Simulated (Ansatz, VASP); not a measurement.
# Two plane-wave programs on F

```
CELL_PARAMETERS angstrom
2.47377 -1.63326 0.26965
2.47377 1.63326 0.26965
-0.68276 0.00000 6.41676
ATOMIC_POSITIONS crystal
F 0.90752 0.59199 0.09461
F 0.40801 0.09248 0.40539
F 0.09248 0.40801 0.90539
F 0.59199 0.90752 0.59461
```

Alike in both runs: task single point; functional r2SCAN; k mesh 10 × 10 × 4; occupations fermi-dirac, width 0.05 eV; no spin polarisation.

```csv
,VASP,Ansatz
version,VASP 6.6.1,Ansatz 0.2.0
potentials or method,"VASP PAW PBE potentials, release 64 (F), cutoff 520 eV","plane waves (500 eV) with PAW, scalar-relativistic"
valence electrons in the cell,28,28
```

VASP gave:

```
pressure (GPa)                                                : 6.5
traceless stress, the component that is largest in VASP (GPa) : 9.13
```

Q: Which values does Ansatz return?

A: Pressure (GPa): 5.3; traceless stress, the component that is largest in VASP (GPa): 6.45.

VASP's potentials were made for PBE, not for r2SCAN. The functional is the same, so the differences come from potentials, cutoffs and numerics.
